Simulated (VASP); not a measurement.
# Ni (Pm-3m) in VASP: a series of runs

Ni is run at these levels: RPBE; tasks: single point.

Program: VASP 6.6.1. These are calculated values, not measurements. Logs are shortened: lines on timing, memory, paths and dates and some standing lists are left out, and cuts for length are marked.

### Step 1. The cell of the first run

Symmetry: Pm-3m, No. 221, cubic system. Conventional cell: a = 2.352 Å, b = 2.352 Å, c = 2.352 Å, α = 90.00°, β = 90.00°, γ = 90.00°. Within 3.1 Å of Ni (site symmetry m-3m) lie 6 Ni at 2.35 Å.

This isn't the form of Ni at room conditions, which is fcc.

### Step 2. Single point, RPBE

INCAR

```
ALGO = Normal
EDIFF = 1E-7
ENCUT = 520
GGA = RP
ISIF = 2
ISMEAR = -1
LASPH = True
LCHARG = False
LREAL = False
LWAVE = False
NBANDS = 11
NELM = 60
PREC = Accurate
SIGMA = 0.1
```

KPOINTS

```
k-points
0
Gamma
  14 14 14
```

POSCAR

```
Ni
1.0
    2.3518968950      0.0000000000      0.0000000000
    0.0000000000      2.3518968950      0.0000000000
    0.0000000000      0.0000000000      2.3518968950
Ni
1
Direct
    0.0000000000      0.0000000000      0.0000000000
```

Potentials or basis: VASP PAW PBE potentials, release 64 (Ni).

Launch:

```bash
> cat potpaw_PBE.64/Ni/POTCAR > POTCAR
> mpirun -np 1 vasp_std > vasp.out
```

OUTCAR:

```text
EDIFF = 1E-7
   ENCUT = 520
   GGA = RP
   ISIF = 2
   ISMEAR = -1
   LASPH = True
   LREAL = False
   NELM = 60
   PREC = Accurate

 ion  position               nearest neighbor table
   1  0.000  0.000  0.000-

  LATTYP: Found a simple cubic cell.
 ALAT       =     2.3518968950

  Lattice vectors:

 A1 = (   2.3518968950,   0.0000000000,   0.0000000000)
 A2 = (   0.0000000000,   2.3518968950,   0.0000000000)
 A3 = (   0.0000000000,   0.0000000000,   2.3518968950)

Analysis of symmetry for initial positions (statically):
=====================================================================
 Subroutine PRICEL returns:
 Original cell was already a primitive cell.

 Routine SETGRP: Setting up the symmetry group for a
 simple cubic supercell.

 Subroutine GETGRP returns: Found 48 space group operations
 (whereof 48 operations were pure point group operations)
 out of a pool of 48 trial point group operations.

The static configuration has the point symmetry O_h .

Analysis of symmetry for dynamics (positions and initial velocities):
=====================================================================
 Subroutine PRICEL returns:
 Original cell was already a primitive cell.

 Routine SETGRP: Setting up the symmetry group for a
 simple cubic supercell.

 Subroutine GETGRP returns: Found 48 space group operations
 (whereof 48 operations were pure point group operations)
 out of a pool of 48 trial point group operations.

The dynamic configuration has the point symmetry O_h .

 Subroutine INISYM returns: Found 48 space group operations
 (whereof 48 operations are pure point group operations),
 and found     1 'primitive' translations

----------------------------------------------------------------------------------------

                                     Primitive cell

  volume of cell :      13.0093

  direct lattice vectors                    reciprocal lattice vectors
     2.351896895  0.000000000  0.000000000     0.425188707  0.000000000  0.000000000
     0.000000000  2.351896895  0.000000000     0.000000000  0.425188707  0.000000000
     0.000000000  0.000000000  2.351896895     0.000000000  0.000000000  0.425188707

  length of vectors
     2.351896895  2.351896895  2.351896895     0.425188707  0.425188707  0.425188707

  position of ions in fractional coordinates (direct lattice)
     0.000000000  0.000000000  0.000000000

  ion indices of the primitive-cell ions
   primitive index   ion index
                 1           1

----------------------------------------------------------------------------------------

 KPOINTS: k-points

Automatic generation of k-mesh.
 Grid dimensions read from file:
 generate k-points for:   14   14   14

 Generating k-lattice:

  Cartesian coordinates                     Fractional coordinates (reciprocal lattice)
     0.030370622  0.000000000  0.000000000     0.071428571  0.000000000  0.000000000
     0.000000000  0.030370622  0.000000000     0.000000000  0.071428571  0.000000000
     0.000000000  0.000000000  0.030370622     0.000000000  0.000000000  0.071428571

  Length of vectors
     0.030370622  0.030370622  0.030370622

  Shift w.r.t. Gamma in fractional coordinates (k-lattice)
     0.000000000  0.000000000  0.000000000

 Subroutine IBZKPT returns following result:
 ===========================================

 Found    120 irreducible k-points:

 Following reciprocal coordinates:
            Coordinates               Weight
  0.000000  0.000000  0.000000      1.000000
  0.071429  0.000000  0.000000      6.000000
  0.142857  0.000000  0.000000      6.000000
  0.214286  0.000000  0.000000      6.000000
  0.285714  0.000000  0.000000      6.000000
  0.357143  0.000000  0.000000      6.000000
[... 16 lines left out ...]
  0.285714  0.214286  0.000000     24.000000
  0.357143  0.214286  0.000000     24.000000
 [... further k-points ...]
   k-points           NKPTS =    120   k-points in BZ     NKDIM =    120   number of bands    NBANDS=     11
   number of dos      NEDOS =    301   number of ions     NIONS =      1
   total plane-waves  NPLWV =   5832
   dimension x,y,z NGX =    18 NGY =   18 NGZ =   18
   dimension x,y,z NGXF=    36 NGYF=   36 NGZF=   36
   ions per type =               1
   NGX,Y,Z   is equivalent  to a cutoff of  12.72, 12.72, 12.72 a.u.
   NGXF,Y,Z  is equivalent  to a cutoff of  25.45, 25.45, 25.45 a.u.
 SYSTEM =  unknown system
   PREC   = accura    normal or accurate (medium, high low for compatibility)
   ISTART =      0    job   : 0-new  1-cont  2-samecut
   ICHARG =      2    charge: 1-file 2-atom 10-const
   ISPIN  =      1    spin polarized calculation?
   LNONCOLLINEAR =      F non collinear calculations
   LSORBIT =      F    spin-orbit coupling
   LASPH  =      T    aspherical Exc in radial PAW
   ENCUT  =  520.0 eV  38.22 Ry    6.18 a.u.   4.37  4.37  4.37*2*pi/ulx,y,z
   NELM   =     60;   NELMIN=  2; NELMDL= -5     # of ELM steps
   EDIFF  = 0.1E-06   stopping-criterion for ELM
   LREAL  =      F    real-space projection
   EDIFFG = 0.1E-05   stopping-criterion for IOM
   NSW    =      0    number of steps for IOM
   IBRION =     -1    ionic relax: 0-MD 1-quasi-New 2-CG
   NFREE  =      0    steps in history (QN), initial steepest desc. (CG)
   ISIF   =      2    stress and relaxation
   ISYM   =      2    0-nonsym 1-usesym 2-fastsym
   POTIM  = 0.5000    time-step for ionic-motion
   TEBEG  =    0.0;   TEEND  =   0.0 temperature during run
   PSTRESS=    0.0 pullay stress
   NELECT =      10.0000    total number of electrons
   NUPDOWN=      -1.0000    fix difference up-down
   EMIN   =  10.00;   EMAX   =-10.00  energy-range for DOS
   EFERMI =   0.00;   METHOD = LEGACY
   ISMEAR =    -1;   SIGMA  =   0.10  broadening in eV -4-tet -1-fermi 0-gaus
   EFERMI_NEDOS =   21; number of points for ismear=-14 and -15
   IALGO  =     38    algorithm
   IMIX   =      4    mixing-type and parameters
     AMIX     =   0.40;   BMIX     =  1.00
     AMIX_MAG =   1.60;   BMIX_MAG =  1.00
  volume/ion in A,a.u.               =      13.01        87.79
  Fermi-wavevector in a.u.,A,eV,Ry     =   1.499650  2.833927 30.598820  2.248950
  Thomas-Fermi vector in A             =   2.611252
   LORBIT       =      0    0 simple, 1 ext, 2 COOP (PROOUT), +10 PAW based schemes
   GGA     = RP    functional components
   LHFCALC =     F    Hartree Fock is set to
   AEXX    =    0.0000 exact exchange contribution
   IVDW    =     0    specifies the selected vdW correction
   LEPSILON=     F    determine dielectric tensor
   LRPA    =     F    only Hartree local field effects (RPA)
 non-spin polarized calculation
  energy-cutoff  :      520.00
  volume of cell :       13.01
 maximum number of plane-waves:       365
 NGX is ok and might be reduce to    18
   NGX =  9   NGY =  9   NGZ =  9

 number of electron      10.0000004 magnetization

 Free energy of the ion-electron system (eV)
  ---------------------------------------------------
  ext. energy  EPLUGINS =         0.00000000
  ---------------------------------------------------
  free energy    TOTEN  =        -4.29948963 eV

  energy without entropy =       -4.21781397  energy(sigma->0) =       -4.25865180

 E-fermi :   7.1512     XC(G=0): -12.0084

 val. band max:        7.1476243004   @ k =   0.4286   0.3571   0.2143
 cond. band min:       7.1530930993   @ k =   0.1429   0.0714   0.0000
 fundamental gap:      0.0054687988
 Fermi energy:         7.1512146202

 k-point     1 :       0.0000    0.0000    0.0000
  band No.  band energies     occupation
      1      -0.5425      2.00000
      2       4.0289      2.00000
      3       4.0289      2.00000
      4       7.1874      0.82109
      5       7.1874      0.82109
      6       7.1874      0.82109
      7      26.3240      0.00000
      8      26.3240      0.00000
      9      26.3240      0.00000
     10      30.0102      0.00000
     11      30.0102      0.00000

 k-point     2 :       0.0714    0.0000    0.0000
  band No.  band energies     occupation
      1      -0.3951      2.00000
      2       4.0488      2.00000
      3       4.0924      2.00000
      4       7.1338      1.08696
      5       7.1338      1.08696
      6       7.1917      0.80041
      7      24.4187      0.00000
      8      26.5230      0.00000
      9      26.5230      0.00000
     10      30.0484      0.00000
     11      31.3135      0.00000

 k-point     3 :       0.1429    0.0000    0.0000
  band No.  band energies     occupation
      1       0.0381      2.00000
      2       4.1049      2.00000
      3       4.2765      2.00000
      4       6.9863      1.67746
      5       6.9863      1.67746
      6       7.2037      0.74337
      7      21.4523      0.00000
      8      27.1067      0.00000
      9      27.1067      0.00000
     10      30.1636      0.00000
     11      32.2303      0.00000

 k-point     4 :       0.2143    0.0000    0.0000
  band No.  band energies     occupation
      1       0.7273      2.00000
      2       4.1869      2.00000
      3       4.5637      2.00000
      4       6.7800      1.95232
      5       6.7800      1.95232
      6       7.2212      0.66390
      7      18.5382      0.00000
      8      28.0404      0.00000
      9      28.0404      0.00000
     10      30.3558      0.00000
     11      32.6203      0.00000
[... 239 lines left out ...]
 k-point    22 :       0.2143    0.2143    0.0000
  band No.  band energies     occupation
      1       1.8959      2.00000
      2       4.4894      2.00000
      3       4.9809      2.00000
      4       6.4330      1.99848
      5       6.7916      1.94659
      6       6.8761      1.87997
      7      18.9248      0.00000
      8      20.8050      0.00000
      9      29.7065      0.00000
     10      32.0016      0.00000
     11      34.4240      0.00000

 k-point    23 :       0.2857    0.2143    0.0000
  band No.  band energies     occupation
      1       2.6478      2.00000
      2       4.5769      2.00000
      3       5.2857      2.00000
      4       6.4454      1.99828
      5       6.6161      1.99056
      6       6.8715      1.88500
      7      16.7813      0.00000
      8      21.1739      0.00000
      9      30.9142      0.00000
     10      31.8801      0.00000
     11      32.4578      0.00000

 k-point    24 :       0.3571    0.2143    0.0000
  band No.  band energies     occupation
      1       3.3840      2.00000
      2       4.6136      2.00000
      3       5.3820      2.00000
      4       6.4366      1.99843
      5       6.8948      1.85704
      6       6.9752      1.70657
      7      14.3794      0.00000
      8      22.2896      0.00000
      9      29.5166      0.00000
     10      32.3790      0.00000
     11      32.9547      0.00000

 [... further k-points ...]

------------------------ aborting loop because EDIFF is reached ----------------------------------------

  FORCE on cell =-STRESS in cart. coord.  units (eV):
  Direction    XX          YY          ZZ          XY          YZ          ZX
  --------------------------------------------------------------------------------------
  -------------------------------------------------------------------------------------
  Total        0.0006008      0.0006008      0.0006008      0.0000000      0.0000000      0.0000000
  in kB        0.0739983      0.0739983      0.0739983      0.0000000      0.0000000      0.0000000
  external PRESSURE =       0.0739983 kB  Pullay stress =       0.0000000 kB

 VOLUME and BASIS-vectors are now :
 -----------------------------------------------------------------------------
  energy-cutoff  :      520.00
  volume of cell :       13.01
      direct lattice vectors                 reciprocal lattice vectors
     2.351896895  0.000000000  0.000000000     0.425188707  0.000000000  0.000000000
     0.000000000  2.351896895  0.000000000     0.000000000  0.425188707  0.000000000
     0.000000000  0.000000000  2.351896895     0.000000000  0.000000000  0.425188707

 POSITION                                       TOTAL-FORCE (eV/Angst)
 -----------------------------------------------------------------------------------
      0.00000      0.00000      0.00000         0.000000      0.000000      0.000000
 -----------------------------------------------------------------------------------
    total drift:                                0.000000      0.000000      0.000000

  FREE ENERGIE OF THE ION-ELECTRON SYSTEM (eV)
  ---------------------------------------------------
  free  energy   TOTEN  =        -4.2994896331 eV

  energy  without entropy=       -4.2178139714  energy(sigma->0) =       -4.25865180
```

Wall time 15 s (1 thread of Intel Xeon 8259CL, shared host); peak memory 0.13 GiB.

Results:

```
Free energy            : -4.2995 eV
Pressure               : 0.0 GPa
Band gap on the k mesh : zero (bands 5 and 6 overlap by 1.22 eV)
```

Levels at points of the mesh, in eV from the Fermi level:
```tsv
k point	band 1	band 2	band 3	band 4	band 5	band 6	band 7	band 8	band 9	band 10
(0.00, 0.00, 0.00)	-7.69	-3.12	-3.12	0.04	0.04	0.04	19.17	19.17	19.17	22.86
(0.50, 0.00, 0.00)	-3.57	-2.71	-0.96	-0.96	-0.89	0.12	3.71	24.17	26.23	26.33
(0.50, 0.50, 0.00)	-3.69	-2.40	-0.76	-0.76	0.71	5.21	5.21	11.07	11.17	30.69
(0.50, 0.50, 0.50)	-2.78	-2.78	-2.78	0.77	0.77	11.63	11.63	11.63	13.71	16.82
```

Caveat: the PAW data sets were made with another functional, which shifts forces and pressure a little; the run has no spin polarisation, though such a crystal can be magnetic.

### Step 3. Single point, RPBE (11.45 Å³/atom)

This run uses another cell than the first one, of 11.45 Å³/atom.

INCAR

```
PREC = Accurate
ENCUT = 520
EDIFF = 1E-6
ISMEAR = -1
SIGMA = 0.1
LREAL = F
LASPH = T
NELM = 80
ALGO = Normal
ISIF = 2
LWAVE = F
LCHARG = F
GGA = RP
NBANDS = 11
```

KPOINTS

```
regular mesh
0
Gamma
  22 22 22
```

POSCAR

```
Ni
1.0
    2.2537850969      0.0000000000      0.0000000000
    0.0000000000      2.2537850969      0.0000000000
    0.0000000000      0.0000000000      2.2537850969
Ni
1
Direct
    0.0000000000      0.0000000000      0.0000000000
```

Potentials or basis: VASP PAW PBE potentials, release 64 (Ni).

Launch:

```bash
> cat potpaw_PBE.64/Ni/POTCAR > POTCAR
> mpirun -np 1 vasp_std > vasp.out
```

It took 33 s on 1 thread of Intel Xeon 8259CL, shared host; peak memory 0.16 GiB.

Results (log left out):

* Free energy: -4.2045 eV
* Pressure: 22.3 GPa
* Band gap on the k mesh: zero (bands 5 and 6 overlap by 1.44 eV)

Levels at points of the mesh, in eV from the Fermi level:
| k point | band 2 | band 3 | band 4 | band 5 | band 6 | band 7 | band 8 | band 9 |
| --- | --- | --- | --- | --- | --- | --- | --- | --- |
| (0.00, 0.00, 0.00) | -3.73 | -3.73 | 0.06 | 0.06 | 0.06 | 20.71 | 20.71 | 20.71 |
| (0.50, 0.00, 0.00) | -3.23 | -1.28 | -1.15 | -1.15 | 0.17 | 4.36 | 25.40 | 28.14 |
| (0.50, 0.50, 0.00) | -2.82 | -0.90 | -0.90 | 0.88 | 5.55 | 5.55 | 11.94 | 12.75 |
| (0.50, 0.50, 0.50) | -3.37 | -3.37 | 0.94 | 0.94 | 12.84 | 12.84 | 12.84 | 14.06 |

Caveat: the cell stands under pressure; the PAW data sets were made with another functional, which shifts forces and pressure a little; the run has no spin polarisation, though such a crystal can be magnetic. Spin polarisation is off, so any magnetic state and its effect on volume and gap are missing.
